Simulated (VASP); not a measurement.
Wanted: the native input for a VASP 6.6.1 run.

| Item | Value |
| --- | --- |
| Task | single point |
| Functional | LDA |
| Potentials or basis | VASP PAW LDA potentials, release 64 (Hf_pv, N) |
| Cutoff | 520 eV |
| k mesh | 18 × 18 × 18 |
| Occupations | gaussian, width 0.15 eV |
| Spin | no spin polarisation |
| Dipole correction | no |
| Further INCAR settings | ALGO = Normal; EDIFF = 1e-06; NBANDS = 14 |

The structure of HfN lies in POSCAR:

```
HfN
1.0
    0.0000000000      2.2339756793      2.2339756793
    2.2339756793      0.0000000000      2.2339756793
    2.2339756793      2.2339756793      0.0000000000
Hf N
1 1
Direct
   -0.0005269251      0.0015807754      0.0005269251
    0.5067144867      0.4798565399      0.4932855133
```

This cell differs from its parent crystal: atoms displaced along several vibrational modes.

One way to write it, as run:

INCAR

```
SYSTEM = HfN
  ALGO = Normal
  EDIFF = 1E-6
  ENCUT = 520
  GGA = CA
  ISIF = 2
  ISMEAR = 0
  LASPH = .TRUE.
  LCHARG = .FALSE.
  LREAL = .FALSE.
  LWAVE = .FALSE.
  NBANDS = 14
  NELM = 100
  PREC = Accurate
  SIGMA = 0.15
```

KPOINTS

```
k-points
0
G
  18 18 18
  0 0 0
```

Potentials or basis: VASP PAW LDA potentials, release 64 (Hf_pv, N).

Run with:

```bash
$ cat potpaw_LDA.64/Hf_pv/POTCAR potpaw_LDA.64/N/POTCAR > POTCAR
$ mpirun -np 1 vasp_std > vasp.out
```

Results of the run:

```
Pressure               : -0.4 GPa
Largest force          : 0.926 eV/Å
Band gap on the k mesh : zero (an odd number of electrons rules out a gap without spin polarisation)
```

Caveat: the cell differs from its parent crystal (atoms displaced along several vibrational modes); spin-orbit coupling is left out, which moves the levels of the heavy elements; an odd number of electrons without spin polarisation forces a metal; a magnetic or distorted state may lie lower.

Run time: 110 s on 1 thread of Intel(R) Xeon(R) 6975P-C (Granite Rapids), on a shared host, peak memory 0.57 GiB.
